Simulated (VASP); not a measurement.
**Sb: single point with LDA**

Crystal: Sb.

```
Sb
1.0
    -1.55523    1.55523    2.67529
     1.55523   -1.55523    2.67529
     1.55523    1.55523   -2.67529
Sb
1
Direct
  0.00000 0.00000 0.00000
```

- Program: VASP 6.6.1
- Task: single point
- Functional: LDA
- Potentials or basis: VASP PAW LDA potentials, release 64 (Sb)
- Cutoff: 520 eV
- k mesh: 12 × 12 × 12
- Occupations: fermi-dirac, width 0.05 eV
- Spin: no spin polarisation
- Dipole correction: no
- Further INCAR settings: ALGO = Normal; EDIFF = 1e-06; NBANDS = 8

| Item | Value |
| --- | --- |
| Pressure | 0.4 GPa |

Stress tensor (GPa, compression positive):
```
 0.66  0.00  0.00
 0.00  0.66  0.00
 0.00  0.00 -0.11
```

Levels at points of the mesh, in eV from the Fermi level:
```csv
k point,band 1,band 2,band 3,band 4,band 5,band 6,band 7
"(0.00, 0.00, 0.00)",-13.29,4.84,5.64,5.64,9.31,10.63,10.65
"(0.50, 0.00, 0.00)",-9.26,-6.04,1.82,5.58,6.20,10.24,10.58
"(0.50, 0.50, 0.00)",-6.63,-4.57,-1.06,0.58,3.50,4.38,15.11
"(0.50, 0.50, 0.50)",-9.41,-5.90,2.16,2.16,5.92,6.22,17.06
```

It took 11 s on 1 thread of Intel(R) Xeon(R) 6975P-C (Granite Rapids), on a shared host, peak memory 0.16 GiB.

Caveat: spin-orbit coupling is left out, which moves the levels of the heavy elements.
